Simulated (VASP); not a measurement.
Input of a VASP 6.6.1 run:

The input INCAR:

```
PREC     = Accurate       # precision mode
ENCUT    = 600            # plane-wave cutoff, eV
EDIFF    = 1E-6           # SCF threshold, eV
ISMEAR   = 0              # smearing method
SIGMA    = 0.1            # smearing width, eV
LREAL    = False          # projectors in reciprocal space
LASPH    = True           # aspherical terms in the spheres
NELM     = 100            # most SCF steps
ALGO     = Normal         # electronic algorithm
ISIF     = 3              # what is computed and relaxed
LWAVE    = False          # write WAVECAR
LCHARG   = False          # write CHGCAR
GGA      = PE             # functional
IBRION   = 2              # ionic algorithm
NSW      = 90             # ionic steps
EDIFFG   = -0.04          # ionic threshold
```

KPOINTS

```
Automatic mesh
0
Gamma
  4 4 2
```

POSCAR

```
In2SbSe3
1.0
    4.1185299600      0.0000000000      0.0000000000
    0.0000000000      4.1185299600      0.0000000000
    0.0000000000      0.0000000000      9.0347031600
In Sb Se
2 1 3
Direct
    0.0000000000      0.5000000000      0.7372320300
    0.5000000000      0.0000000000      0.2627679700
    0.0000000000      0.0000000000      0.0000000000
    0.5000000000      0.5000000000      0.0000000000
    0.0000000000      0.5000000000      0.3774000100
    0.5000000000      0.0000000000      0.6225999900
```

Potentials or basis: VASP PAW PBE potentials, release 64 (In_d, Sb, Se).

Run with:

```bash
$ cat potpaw_PBE.64/In_d/POTCAR potpaw_PBE.64/Sb/POTCAR potpaw_PBE.64/Se/POTCAR > POTCAR
$ mpirun -np 1 vasp_std > vasp.out
```

Task: Predict the relaxed cell.

Result: a = 4.071 Å, b = 4.071 Å, c = 9.607 Å, α = 90.00°, β = 90.00°, γ = 90.00°.

Task: What does it give for the band gap on the k mesh?

Result: Zero (an odd number of electrons rules out a gap without spin polarisation).

Forces on the atoms (eV/Å):
```
In   0.000  0.000  0.017
In   0.000  0.000 -0.017
Sb   0.000  0.000  0.000
Se   0.000  0.000  0.000
Se   0.000  0.000  0.022
Se   0.000  0.000 -0.022
```

Caveat: the k points lie up to 0.39 Å⁻¹ apart in the final cell, too coarse for converged energies and pressures of a metal; spin-orbit coupling is left out, which moves the levels of the heavy elements.
